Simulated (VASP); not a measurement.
Wanted: the native input for a VASP 6.6.1 run.

```
Task                   : single point
Functional             : PBE
Potentials or basis    : VASP PAW PBE potentials, release 64 (Zn, Ge_d, P)
Cutoff                 : 500 eV
k mesh                 : 6 × 6 × 6
Occupations            : fermi-dirac, width 0.02 eV
Spin                   : no spin polarisation
Dipole correction      : no
Further INCAR settings : ALGO = Normal; EDIFF = 1e-06; NBANDS = 46
```

The structure of ZnGeP2 lies in POSCAR:

```
ZnGeP2
1.0
   -2.7500549964      2.7500549964      5.4211467070
    2.7500549964     -2.7500549964      5.4211467070
    2.7500549964      2.7500549964     -5.4211467070
Zn Ge P
2 2 4
Direct
    0.0000000000      0.0000000000      0.0000000000
    0.7500000000      0.2500000000      0.5000000000
    0.5000000000      0.5000000000      0.0000000000
    0.2500000000      0.7500000000      0.5000000000
    0.3750000000      0.3783565562      0.5033565562
    0.6216434438      0.1250000000      0.9966434438
    0.8750000000      0.8716434438      0.4966434438
    0.1283565562      0.6250000000      0.0033565562
```

These files were run (other wordings do the same):

INCAR

```
PREC     = Accurate       # precision mode
ENCUT    = 500            # plane-wave cutoff, eV
EDIFF    = 1E-6           # SCF threshold, eV
ISMEAR   = -1             # smearing method
SIGMA    = 0.02           # smearing width, eV
LREAL    = False          # projectors in reciprocal space
LASPH    = True           # aspherical terms in the spheres
NELM     = 120            # most SCF steps
ALGO     = Normal         # electronic algorithm
ISIF     = 2              # what is computed and relaxed
LWAVE    = False          # write WAVECAR
LCHARG   = False          # write CHGCAR
GGA      = PE             # functional
NBANDS   = 46             # bands
GGA_COMPAT= False
```

KPOINTS

```
Automatic mesh
0
Gamma
  6 6 6
```

Potentials or basis: VASP PAW PBE potentials, release 64 (Zn, Ge_d, P).

Run with:

```console
$ cat potpaw_PBE.64/Zn/POTCAR potpaw_PBE.64/Ge_d/POTCAR potpaw_PBE.64/P/POTCAR > POTCAR
$ mpirun -np 1 vasp_std > vasp.out
```

Results of the run:

```json
{
 "Pressure": "0.0 GPa",
 "Largest force": "0.030 eV/Å",
 "Band gap on the k mesh": "1.15 eV (least direct gap 1.19 eV)"
}
```

Run time: 6.1 min on 1 thread of Intel(R) Xeon(R) Platinum 8259CL CPU @ 2.50GHz (Skylake/Cascade Lake), with other jobs on the host, peak memory 0.45 GiB.
